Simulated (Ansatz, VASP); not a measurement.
# Two plane-wave programs on CdSe

File INCAR:

```
SYSTEM = CdSe
PREC     = Accurate       ! precision mode
ENCUT    = 520            ! plane-wave cutoff, eV
EDIFF    = 1E-6           ! SCF threshold, eV
ISMEAR   = 0              ! smearing method
SIGMA    = 0.01           ! smearing width, eV
LREAL    = .FALSE.        ! projectors in reciprocal space
LASPH    = .TRUE.         ! aspherical terms in the spheres
NELM     = 80             ! most SCF steps
ALGO     = Normal         ! electronic algorithm
ISIF     = 2              ! what is computed and relaxed
LWAVE    = .FALSE.        ! write WAVECAR
LCHARG   = .FALSE.        ! write CHGCAR
GGA      = PS             ! functional
NBANDS   = 16             ! bands
```

File KPOINTS:

```
Automatic mesh
0
G
  6 6 6
  0 0 0
```

Contents of POSCAR:

```
CdSe
1.0
    4.3420190000      0.0000000000      0.0000000000
    2.1710095000      3.7602987577      0.0000000000
    2.1710095000      1.2534329192      3.5452436678
Cd Se
1 1
Direct
    0.0000000000      0.0000000000      0.0000000000
    0.7500000000      0.7500000000      0.7500000000
```

Input for Ansatz:

```yaml
crystal:
  lattice:
    a: 4.342019
    b: 4.342019
    c: 4.342019
    alpha: 60.0
    beta: 60.0
    gamma: 60.0
  atoms:
    - { symbol: Cd, position: [0.0, 0.0, 0.0] }
    - { symbol: Se, position: [0.75, 0.75, 0.75] }
kpoints:
  mp_grid:
    grid: [6, 6, 6]
hamiltonian:
  xc: pbesol
  pseudopotentials:
    kind: paw
scf:
  occupations:
    method: fixed
output:
  stress: true
  eigenvalues: true
```

Alike in both runs: task single point; functional PBEsol; k mesh 6 × 6 × 6; no spin polarisation.

```csv
,VASP,Ansatz
version,VASP 6.6.1,Ansatz 0.2.0
potentials or method,"VASP PAW PBE potentials, release 64 (Cd, Se)","plane waves, PAW"
plane-wave cutoff (eV),520,420
occupations,"gaussian, width 0.01 eV",fixed
valence electrons in the cell,18,36
```

VASP gave:

| Item | Value |
| --- | --- |
| gap on the k mesh at the Fermi level (eV) | 0.42 |
| pressure (GPa) | -1.1 |

**Question.** Which values does Ansatz return?

**Answer.** gap on the k mesh at the Fermi level (eV): 0.42; pressure (GPa): -1.4.

VASP's potentials were made for PBE, not for PBEsol. VASP's potentials hold 18 valence electrons a cell and Ansatz's 36, so a difference there can come from the potentials and not from the codes.
